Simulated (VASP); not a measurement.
# Ni3Ge (Pm-3m) in VASP: single point with LDA

Aim: the single point of Ni3Ge with LDA.

All numbers are computed with VASP 6.6.1; they aren't measurements. Logs are shortened: lines on timing, memory, paths and dates and some standing lists are left out, and cuts for length are marked.

## 1. The cell of the first run

It takes space group Pm-3m (No. 221, cubic). Conventional cell: a = 3.530 Å, b = 3.530 Å, c = 3.530 Å, α = 90.00°, β = 90.00°, γ = 90.00°. Within 3.3 Å of Ni (site symmetry 4/mmm) lie 8 Ni at 2.50 Å and 4 Ge at 2.50 Å. Within 3.3 Å of Ge (site symmetry m-3m) lie 12 Ni at 2.50 Å.

## 2. Single point, LDA, collinear spin, zero start

INCAR

```
PREC = Accurate ; ENCUT = 520
EDIFF = 1E-6 ; ISMEAR = -1
SIGMA = 0.05 ; LREAL = False
LASPH = True ; NELM = 150
ALGO = Normal ; ISIF = 2
LWAVE = False ; LCHARG = False
ISPIN = 2 ; MAGMOM = 0 0 0 0
LORBIT = 11 ; NUPDOWN = 0.0
LMAXMIX = 4 ; NBANDS = 34
```

KPOINTS

```
regular mesh
0
Gamma
  8 8 8
```

POSCAR

```
Ni3Ge
1.0
    3.5303341067      0.0000000000      0.0000000000
    0.0000000000      3.5303341067      0.0000000000
    0.0000000000      0.0000000000      3.5303341067
Ni Ge
3 1
Direct
    0.5000000000      0.0000000000      0.5000000000
    0.0000000000      0.5000000000      0.5000000000
    0.5000000000      0.5000000000      0.0000000000
    0.0000000000      0.0000000000      0.0000000000
```

Potentials or basis: VASP PAW LDA potentials, release 64 (Ni, Ge_d).

Started as:

```
$ cat potpaw_LDA.64/Ni/POTCAR potpaw_LDA.64/Ge_d/POTCAR > POTCAR
$ mpirun -np 1 vasp_std > vasp.out
```

OUTCAR:

```text
PREC = Accurate
   ENCUT = 520
   EDIFF = 1E-6
   ISMEAR = -1
   LREAL = False
   LASPH = True
   NELM = 150
   ISIF = 2
   ISPIN = 2
   LORBIT = 11
   NUPDOWN = 0.0

 ion  position               nearest neighbor table
   1  0.500  0.000  0.500-   2 2.50   3 2.50   4 2.50   3 2.50   4 2.50   2 2.50   3 2.50   3 2.50
                             2 2.50   4 2.50   4 2.50   2 2.50
   2  0.000  0.500  0.500-   1 2.50   3 2.50   4 2.50   3 2.50   4 2.50   1 2.50   4 2.50   4 2.50
                             1 2.50   3 2.50   3 2.50   1 2.50
   3  0.500  0.500  0.000-   1 2.50   2 2.50   4 2.50   1 2.50   2 2.50   1 2.50   4 2.50   1 2.50
                             2 2.50   4 2.50   2 2.50   4 2.50
   4  0.000  0.000  0.000-   1 2.50   2 2.50   3 2.50   1 2.50   2 2.50   2 2.50   3 2.50   2 2.50
                             1 2.50   3 2.50   1 2.50   3 2.50

  LATTYP: Found a simple cubic cell.
 ALAT       =     3.5303341067

  Lattice vectors:

 A1 = (   3.5303341067,   0.0000000000,   0.0000000000)
 A2 = (   0.0000000000,   3.5303341067,   0.0000000000)
 A3 = (   0.0000000000,   0.0000000000,   3.5303341067)

Analysis of symmetry for initial positions (statically):
=====================================================================
 Subroutine PRICEL returns:
 Original cell was already a primitive cell.

 Routine SETGRP: Setting up the symmetry group for a
 simple cubic supercell.

 Subroutine GETGRP returns: Found 48 space group operations
 (whereof 48 operations were pure point group operations)
 out of a pool of 48 trial point group operations.

The static configuration has the point symmetry O_h .

Analysis of symmetry for dynamics (positions and initial velocities):
=====================================================================
 Subroutine PRICEL returns:
 Original cell was already a primitive cell.

 Routine SETGRP: Setting up the symmetry group for a
 simple cubic supercell.

 Subroutine GETGRP returns: Found 48 space group operations
 (whereof 48 operations were pure point group operations)
 out of a pool of 48 trial point group operations.

The dynamic configuration has the point symmetry O_h .

Analysis of structural, dynamic, and magnetic symmetry:
=====================================================================
 Subroutine PRICEL returns:
 Original cell was already a primitive cell.

 Routine SETGRP: Setting up the symmetry group for a
 simple cubic supercell.

 Subroutine GETGRP returns: Found 48 space group operations
 (whereof 48 operations were pure point group operations)
 out of a pool of 48 trial point group operations.

The overall configuration has the point symmetry O_h .

 Subroutine INISYM returns: Found 48 space group operations
 (whereof 48 operations are pure point group operations),
 and found     1 'primitive' translations

----------------------------------------------------------------------------------------

                                     Primitive cell

  volume of cell :      43.9995

  direct lattice vectors                    reciprocal lattice vectors
     3.530334107  0.000000000  0.000000000     0.283259309  0.000000000  0.000000000
     0.000000000  3.530334107  0.000000000     0.000000000  0.283259309  0.000000000
     0.000000000  0.000000000  3.530334107     0.000000000  0.000000000  0.283259309

  length of vectors
     3.530334107  3.530334107  3.530334107     0.283259309  0.283259309  0.283259309

  position of ions in fractional coordinates (direct lattice)
     0.500000000  0.000000000  0.500000000
     0.000000000  0.500000000  0.500000000
     0.500000000  0.500000000  0.000000000
     0.000000000  0.000000000  0.000000000

  ion indices of the primitive-cell ions
   primitive index   ion index
                 1           1
                 2           2
                 3           3
                 4           4

----------------------------------------------------------------------------------------

 KPOINTS: regular mesh

Automatic generation of k-mesh.
 Grid dimensions read from file:
 generate k-points for:    8    8    8

 Generating k-lattice:

  Cartesian coordinates                     Fractional coordinates (reciprocal lattice)
     0.035407414  0.000000000  0.000000000     0.125000000  0.000000000  0.000000000
     0.000000000  0.035407414  0.000000000     0.000000000  0.125000000  0.000000000
     0.000000000  0.000000000  0.035407414     0.000000000  0.000000000  0.125000000

  Length of vectors
     0.035407414  0.035407414  0.035407414

  Shift w.r.t. Gamma in fractional coordinates (k-lattice)
     0.000000000  0.000000000  0.000000000

 Subroutine IBZKPT returns following result:
 ===========================================

 Found     35 irreducible k-points:

 Following reciprocal coordinates:
            Coordinates               Weight
  0.000000  0.000000  0.000000      1.000000
  0.125000  0.000000  0.000000      6.000000
  0.250000  0.000000  0.000000      6.000000
  0.375000  0.000000  0.000000      6.000000
  0.500000  0.000000  0.000000      3.000000
  0.125000  0.125000  0.000000     12.000000
[... 16 lines left out ...]
  0.375000  0.375000  0.125000     24.000000
  0.500000  0.375000  0.125000     24.000000
 [... further k-points ...]
   k-points           NKPTS =     35   k-points in BZ     NKDIM =     35   number of bands    NBANDS=     34
   number of dos      NEDOS =    301   number of ions     NIONS =      4
   total plane-waves  NPLWV =  21952
   dimension x,y,z NGX =    28 NGY =   28 NGZ =   28
   dimension x,y,z NGXF=    56 NGYF=   56 NGZF=   56
   ions per type =               3   1
   NGX,Y,Z   is equivalent  to a cutoff of  13.19, 13.19, 13.19 a.u.
   NGXF,Y,Z  is equivalent  to a cutoff of  26.37, 26.37, 26.37 a.u.
 SYSTEM =  unknown system
   PREC   = accura    normal or accurate (medium, high low for compatibility)
   ISTART =      0    job   : 0-new  1-cont  2-samecut
   ICHARG =      2    charge: 1-file 2-atom 10-const
   ISPIN  =      2    spin polarized calculation?
   LNONCOLLINEAR =      F non collinear calculations
   LSORBIT =      F    spin-orbit coupling
   LASPH  =      T    aspherical Exc in radial PAW
   ENCUT  =  520.0 eV  38.22 Ry    6.18 a.u.   6.56  6.56  6.56*2*pi/ulx,y,z
   NELM   =    150;   NELMIN=  2; NELMDL= -5     # of ELM steps
   EDIFF  = 0.1E-05   stopping-criterion for ELM
   LREAL  =      F    real-space projection
   EDIFFG = 0.1E-04   stopping-criterion for IOM
   NSW    =      0    number of steps for IOM
   IBRION =     -1    ionic relax: 0-MD 1-quasi-New 2-CG
   NFREE  =      0    steps in history (QN), initial steepest desc. (CG)
   ISIF   =      2    stress and relaxation
   ISYM   =      2    0-nonsym 1-usesym 2-fastsym
   POTIM  = 0.5000    time-step for ionic-motion
   TEBEG  =    0.0;   TEEND  =   0.0 temperature during run
   PSTRESS=    0.0 pullay stress
   NELECT =      44.0000    total number of electrons
   NUPDOWN=       0.0000    fix difference up-down
   EMIN   =  10.00;   EMAX   =-10.00  energy-range for DOS
   EFERMI =   0.00;   METHOD = LEGACY
   ISMEAR =    -1;   SIGMA  =   0.05  broadening in eV -4-tet -1-fermi 0-gaus
   EFERMI_NEDOS =   21; number of points for ismear=-14 and -15
   IALGO  =     38    algorithm
   IMIX   =      4    mixing-type and parameters
     AMIX     =   0.40;   BMIX     =  1.00
     AMIX_MAG =   1.60;   BMIX_MAG =  1.00
  volume/ion in A,a.u.               =      11.00        74.23
  Fermi-wavevector in a.u.,A,eV,Ry     =   1.637105  3.093680 36.465156  2.680113
  Thomas-Fermi vector in A             =   2.728300
   LORBIT       =     11    0 simple, 1 ext, 2 COOP (PROOUT), +10 PAW based schemes
   GGA     = CA    functional components
   LHFCALC =     F    Hartree Fock is set to
   AEXX    =    0.0000 exact exchange contribution
   IVDW    =     0    specifies the selected vdW correction
   LEPSILON=     F    determine dielectric tensor
   LRPA    =     F    only Hartree local field effects (RPA)
 spin polarized calculation
  energy-cutoff  :      520.00
  volume of cell :       44.00
 maximum number of plane-waves:      1213
 NGX is ok and might be reduce to    28
   NGX = 13   NGY = 13   NGZ = 13

 number of electron      43.9999972 magnetization       0.0000000

 number of electron      43.9999972 magnetization      -0.0000000

 Free energy of the ion-electron system (eV)
  ---------------------------------------------------
  ext. energy  EPLUGINS =         0.00000000
  ---------------------------------------------------
  free energy    TOTEN  =       -26.37027598 eV

  energy without entropy =      -26.35307426  energy(sigma->0) =      -26.36167512

 E-fermi :  10.0654     XC(G=0): -13.8229

 val. band max:        9.9943882894   @ k =   0.1250   0.1250   0.0000
 cond. band min:      10.0788879786   @ k =   0.5000   0.3750   0.3750
 fundamental gap:      0.0844996892
 Fermi energy:        10.0654429519

 spin component 1

 k-point     1 :       0.0000    0.0000    0.0000
  band No.  band energies     occupation
      1     -14.6704      1.00000
      2     -14.6704      1.00000
      3     -14.6564      1.00000
      4     -14.6564      1.00000
      5     -14.6564      1.00000
      6      -2.4456      1.00000
[... 877 lines left out ...]
     33      25.2820      0.00000
     34      27.2954      0.00000

 [... further k-points ...]

 spin component 2

 k-point     1 :       0.0000    0.0000    0.0000
  band No.  band energies     occupation
      1     -14.6704      1.00000
      2     -14.6704      1.00000
      3     -14.6563      1.00000
      4     -14.6563      1.00000
      5     -14.6563      1.00000
      6      -2.4456      1.00000
[... 877 lines left out ...]
     33      25.2820      0.00000
     34      27.2954      0.00000

 [... further k-points ...]

------------------------ aborting loop because EDIFF is reached ----------------------------------------

  FORCE on cell =-STRESS in cart. coord.  units (eV):
  Direction    XX          YY          ZZ          XY          YZ          ZX
  --------------------------------------------------------------------------------------
  -------------------------------------------------------------------------------------
  Total       -1.9846130     -1.9846130     -1.9846130     -0.0000000     -0.0000000     -0.0000000
  in kB      -72.2668270    -72.2668270    -72.2668270     -0.0000000     -0.0000000     -0.0000000
  external PRESSURE =     -72.2668270 kB  Pullay stress =       0.0000000 kB

 VOLUME and BASIS-vectors are now :
 -----------------------------------------------------------------------------
  energy-cutoff  :      520.00
  volume of cell :       44.00
      direct lattice vectors                 reciprocal lattice vectors
     3.530334107  0.000000000  0.000000000     0.283259309  0.000000000  0.000000000
     0.000000000  3.530334107  0.000000000     0.000000000  0.283259309  0.000000000
     0.000000000  0.000000000  3.530334107     0.000000000  0.000000000  0.283259309

 POSITION                                       TOTAL-FORCE (eV/Angst)
 -----------------------------------------------------------------------------------
      1.76517      0.00000      1.76517         0.000000      0.000000      0.000000
      0.00000      1.76517      1.76517         0.000000      0.000000      0.000000
      1.76517      1.76517      0.00000         0.000000      0.000000      0.000000
      0.00000      0.00000      0.00000         0.000000      0.000000      0.000000
 -----------------------------------------------------------------------------------
    total drift:                                0.000000      0.000000      0.000000

  FREE ENERGIE OF THE ION-ELECTRON SYSTEM (eV)
  ---------------------------------------------------
  free  energy   TOTEN  =       -26.3702759752 eV

  energy  without entropy=      -26.3530742603  energy(sigma->0) =      -26.36167512

 total charge

# of ion       s       p       d       tot
------------------------------------------
    1        0.476   0.541   8.446   9.463
    2        0.476   0.541   8.446   9.463
    3        0.476   0.541   8.446   9.463
    4        1.102   1.242  10.142  12.486
--------------------------------------------------
tot          2.530   2.865  35.479  40.874

 magnetization (x)

# of ion       s       p       d       tot
------------------------------------------
    1        0.000   0.000   0.000   0.000
    2        0.000   0.000   0.000   0.000
    3        0.000   0.000   0.000   0.000
    4       -0.000  -0.000   0.000  -0.000
--------------------------------------------------
tot         -0.000  -0.000   0.000   0.000
```

Run time: 68 s. Hardware: 1 thread of Intel Xeon Platinum 8375C at 2.90GHz (Ice Lake), shared host; peak memory 0.2 GiB.

What came out:

* Free energy: -26.3703 eV
* Pressure: -7.2 GPa
* Net moment: 0.00 μB per cell
* Valence electrons inside the program's atomic spheres: Ni 9.46; Ge 12.49

Caveat: the total moment is fixed, so each spin has its own Fermi level.
